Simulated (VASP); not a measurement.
Here is a VASP 6.6.1 calculation.

File INCAR:

```
PREC     = Accurate       # precision mode
ENCUT    = 600            # plane-wave cutoff, eV
EDIFF    = 1E-6           # SCF threshold, eV
ISMEAR   = 0              # smearing method
SIGMA    = 0.1            # smearing width, eV
LREAL    = F              # projectors in reciprocal space
LASPH    = T              # aspherical terms in the spheres
NELM     = 80             # most SCF steps
ALGO     = Normal         # electronic algorithm
ISIF     = 3              # what is computed and relaxed
LWAVE    = F              # write WAVECAR
LCHARG   = F              # write CHGCAR
GGA      = PE             # functional
IBRION   = 2              # ionic algorithm
NSW      = 90             # ionic steps
EDIFFG   = -0.04          # ionic threshold
```

File KPOINTS:

```
Automatic mesh
0
Gamma
  3 3 2
```

File POSCAR:

```
BaTl4S4
1.0
    6.0086496300      0.0000000000      0.0000000000
   -3.0043248200      5.2036432200      0.0000000000
    0.0000000000      0.0000000000      9.0262284000
Ba Tl S
1 4 4
Direct
    0.0000000000      0.0000000000      0.1885836200
    0.5000000000      0.0000000000      0.5008858100
    0.0000000000      0.5000000000      0.5008858100
    0.5000000000      0.5000000000      0.5008858100
    0.0000000000      0.0000000000      0.5393981600
    0.5000000000      0.0000000000      0.8912777100
    0.0000000000      0.5000000000      0.8912777100
    0.5000000000      0.5000000000      0.8912777100
    0.0000000000      0.0000000000      0.7537843500
```

Potentials or basis: VASP PAW PBE potentials, release 64 (Ba_sv, Tl_d, S).

The run is started by

```sh
$ cat potpaw_PBE.64/Ba_sv/POTCAR potpaw_PBE.64/Tl_d/POTCAR potpaw_PBE.64/S/POTCAR > POTCAR
$ mpirun -np 1 vasp_std > vasp.out
```

(1) Predict the relaxed volume.

(2) Estimate the band gap on the k mesh.

(3) Estimate the relaxed cell.

(4) What does it give for the space group after relaxing (to 0.1 Å)?

## Answers

(1) 39.71 Å³/atom.

(2) 0.17 eV (least direct gap 0.88 eV).

(3) a = 6.507 Å, b = 6.507 Å, c = 9.745 Å, α = 90.00°, β = 90.00°, γ = 120.00°.

(4) P6mm (No. 183).

Caveat: the volume moved by over 15 % at a fixed basis, so the end points are rough; spin-orbit coupling is left out, which moves the levels of the heavy elements.
